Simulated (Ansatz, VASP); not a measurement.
One calculation of MgO, two programs

File POSCAR:

```
MgO
1.0
    3.4840780556      0.0000000000      0.0000000000
   -1.7420390278      3.0173001049      0.0000000000
    0.0000000000      0.0000000000      4.1853174871
Mg O
2 2
Direct
    0.6666666667      0.3333333333      0.7500000000
    0.3333333333      0.6666666667      0.2500000000
    0.6666666667      0.3333333333      0.2500000000
    0.3333333333      0.6666666667      0.7500000000
```

The input INCAR.step1:

```
PREC = Accurate ; ENCUT = 750
ISMEAR = 0 ; SIGMA = 0.01
LREAL = False ; LASPH = True
NELM = 120 ; NBANDS = 24
GGA = PE ; ALGO = Normal
EDIFF = 1E-5 ; LWAVE = True
LCHARG = False ; GGA_COMPAT = False
```

INCAR.step2

```
PREC = Accurate ; ENCUT = 750
EDIFF = 1E-6 ; ISMEAR = 0
SIGMA = 0.01 ; LREAL = False
LASPH = True ; NELM = 120
ALGO = Normal ; ISIF = 2
LWAVE = False ; LCHARG = False
METAGGA = R2SCAN ; LMIXTAU = True
NBANDS = 24 ; ISTART = 1
GGA_COMPAT = False
```

File KPOINTS:

```
Automatic mesh
0
Gamma
  12 12 6
```

Input for Ansatz:

```yaml
crystal:
  lattice:
    - [3.4840780556, 0.0, 0.0]
    - [-1.7420390278, 3.0173001049, 0.0]
    - [0.0, 0.0, 4.1853174871]
  atoms:
    - { symbol: Mg, position: [0.6666666667, 0.3333333333, 0.75] }
    - { symbol: Mg, position: [0.3333333333, 0.6666666667, 0.25] }
    - { symbol: O, position: [0.6666666667, 0.3333333333, 0.25] }
    - { symbol: O, position: [0.3333333333, 0.6666666667, 0.75] }
kpoints:
  mp_grid: { grid: [12, 12, 6] }
  band_path:
    path:
      - [0.0, 0.0, 0.0]
      - [0.5, 0.0, 0.0]
      - [0.3333333333, 0.3333333333, 0.0]
      - [0.0, 0.0, 0.5]
      - [0.5, 0.0, 0.5]
      - [0.3333333333, 0.3333333333, 0.5]
    npoints: 1
hamiltonian:
  xc: r2scan
scf:
  occupations: { method: fixed }
  n_extra_bands: 5
output:
  forces: true
  stress: true
  eigenvalues: true
```

Alike in both runs: task single point; functional r2SCAN; k mesh 12 × 12 × 6; no spin polarisation.

|  | VASP | Ansatz |
| --- | --- | --- |
| version | VASP 6.6.1 | Ansatz 0.2.0 |
| potentials or method | VASP PAW PBE potentials, release 64 (Mg_sv, O) | plane waves, PAW |
| plane-wave cutoff (eV) | 750 | 500 |
| occupations | gaussian, width 0.01 eV | fixed |
| valence electrons in the cell | 32 | 32 |

|  | VASP | Ansatz | Ansatz less VASP |
| --- | --- | --- | --- |
| gap on the k mesh at the Fermi level (eV) | 4.10 | 4.09 | -0.008 |
| pressure (GPa) | 0.0 | 0.0 | +0.06 |
| traceless stress, the component that is largest in VASP (GPa) | -0.09 | -0.01 | +0.080 |

VASP's potentials were made for PBE, not for r2SCAN.
